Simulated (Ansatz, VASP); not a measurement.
## One calculation of Co, two programs

The input INCAR:

```
SYSTEM = Co
ALGO     = Normal         ! electronic algorithm
EDIFF    = 1E-6           ! SCF threshold, eV
ENCUT    = 520            ! plane-wave cutoff, eV
GGA      = PE             ! functional
ISIF     = 2              ! what is computed and relaxed
ISMEAR   = 0              ! smearing method
ISPIN    = 2              ! spin polarisation
LASPH    = .TRUE.         ! aspherical terms in the spheres
LCHARG   = .FALSE.        ! write CHGCAR
LMAXMIX  = 4              ! l up to which the mixer works
LORBIT   = 11             ! projections on sites
LREAL    = .FALSE.        ! projectors in reciprocal space
LWAVE    = .FALSE.        ! write WAVECAR
MAGMOM   = 1.5 1.5        ! initial moments
NBANDS   = 20             ! bands
NELM     = 150            ! most SCF steps
PREC     = Accurate       ! precision mode
SIGMA    = 0.05           ! smearing width, eV
```

Contents of KPOINTS:

```
k-points
0
G
  16 16 8
  0 0 0
```

POSCAR

```
Co
1.0
    2.5100012721      0.0000000000      0.0000000000
   -1.2550006360      2.1737248651      0.0000000000
    0.0000000000      0.0000000000      4.0712220633
Co
2
Direct
    0.3333333333      0.6666666667      0.7500000000
    0.6666666667      0.3333333333      0.2500000000
```

Input for Ansatz:

```yaml
crystal:
  lattice:
    - [2.5100012721, 0.0, 0.0]
    - [-1.255000636, 2.1737248651, 0.0]
    - [0.0, 0.0, 4.0712220633]
  atoms:
    - { symbol: Co, position: [0.3333333333, 0.6666666667, 0.75], spin: 1.5 }
    - { symbol: Co, position: [0.6666666667, 0.3333333333, 0.25], spin: 1.5 }
basis:
  ecutwfc: 420
  ecutrho_ratio: 4
kpoints:
  mp_grid: { grid: [16, 16, 8] }
hamiltonian:
  xc: pbe
scf:
  occupations: { method: gaussian, width: 0.05 }
output:
  forces: true
  stress: true
  eigenvalues: true
  populations: true
magnetization:
  spin_polarized: true
```

Alike in both runs: task single point; functional PBE; k mesh 16 × 16 × 8; occupations gaussian, width 0.05 eV; collinear spin.

|  | VASP | Ansatz |
| --- | --- | --- |
| version | VASP 6.6.1 | Ansatz 0.2.0 |
| potentials or method | VASP PAW PBE potentials, release 64 (Co), cutoff 520 eV | scalar-relativistic, plane waves, PAW |
| valence electrons in the cell | 18 | 34 |

|  | VASP | Ansatz | Ansatz less VASP |
| --- | --- | --- | --- |
| gap on the k mesh at the Fermi level (eV) | none | none | - |
| pressure (GPa) | -5.8 | -5.2 | +0.55 |
| traceless stress, the component that is largest in VASP (GPa) | -0.63 | -0.64 | -0.008 |
| net moment per atom (μB) | 1.58 | 1.59 | +0.006 |
| size of the moment on the site where the two differ most (μB) | 1.61 | 1.67 | +0.061 |

Site moments also hang on the region over which each program counts them. A gap of «none» marks a metal or a gap that the smearing closes. VASP's potentials hold 18 valence electrons a cell and Ansatz's 34, so a difference there can come from the potentials and not from the codes.
